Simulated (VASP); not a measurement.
Write the native input for VASP 6.6.1 that does the following.

| Item | Value |
| --- | --- |
| Task | single point |
| Functional | r2SCAN |
| Potentials or basis | VASP PAW PBE potentials, release 64 (P) |
| Cutoff | 520 eV |
| k mesh | 8 × 1 × 6 |
| Occupations | gaussian, width 0.02 eV |
| Spin | no spin polarisation |
| Dipole correction | no |
| Further INCAR settings | ALGO = Normal; EDIFF = 1e-07; NBANDS = 18 |

P, a slab with vacuum:

```
CELL_PARAMETERS angstrom
3.43856 0.00000 0.00000
0.00000 36.42724 0.00000
0.00000 0.00000 4.51095
ATOMIC_POSITIONS crystal
P 0.00000 0.97092 0.58987
P 0.00000 0.02908 0.41013
P 0.50000 0.02908 0.08987
P 0.50000 0.97092 0.91013
```

This cell differs from its parent crystal: biaxial strain in the a-b plane: +4.5 %.

The input as run:

POSCAR

```
P
1.0
    3.4385568657      0.0000000000      0.0000000000
    0.0000000000     36.4272375714      0.0000000000
    0.0000000000      0.0000000000      4.5109525745
P
4
Direct
    0.0000000000      0.9709220311      0.5898719310
    0.0000000000      0.0290779689      0.4101280690
    0.5000000000      0.0290779689      0.0898719310
    0.5000000000      0.9709220311      0.9101280690
```

INCAR.step1

```
PREC = Accurate ; ENCUT = 520
ISMEAR = 0 ; SIGMA = 0.02
LREAL = F ; LASPH = T
NELM = 60 ; NBANDS = 18
GGA = PE ; ALGO = Normal
EDIFF = 1E-4 ; LWAVE = T
LCHARG = F
```

INCAR.step2

```
PREC = Accurate ; ENCUT = 520
EDIFF = 1E-7 ; ISMEAR = 0
SIGMA = 0.02 ; LREAL = F
LASPH = T ; NELM = 60
ALGO = Normal ; ISIF = 2
LWAVE = F ; LCHARG = F
METAGGA = R2SCAN ; LMIXTAU = T
NBANDS = 18 ; ISTART = 1
```

KPOINTS

```
Automatic mesh
0
Gamma
  8 1 6
```

Potentials or basis: VASP PAW PBE potentials, release 64 (P).

Launch:

```sh
$ cat potpaw_PBE.64/P/POTCAR > POTCAR
$ cp INCAR.step1 INCAR
$ mpirun -np 1 vasp_std > vasp.out
$ cp INCAR.step2 INCAR
$ mpirun -np 1 vasp_std > vasp.out
```

It gave:

The largest force is 0.301 eV/Å. The band gap on the k mesh is 1.10 eV, direct.

Caveat: the cell differs from its parent crystal (biaxial strain in the a-b plane: +4.5 %); the PAW data sets were made with another functional, which shifts forces and pressure a little.

Run time: 23 min on 1 thread of Intel(R) Xeon(R) Platinum 8375C CPU @ 2.90GHz (Ice Lake), on a shared host, peak memory 0.75 GiB.
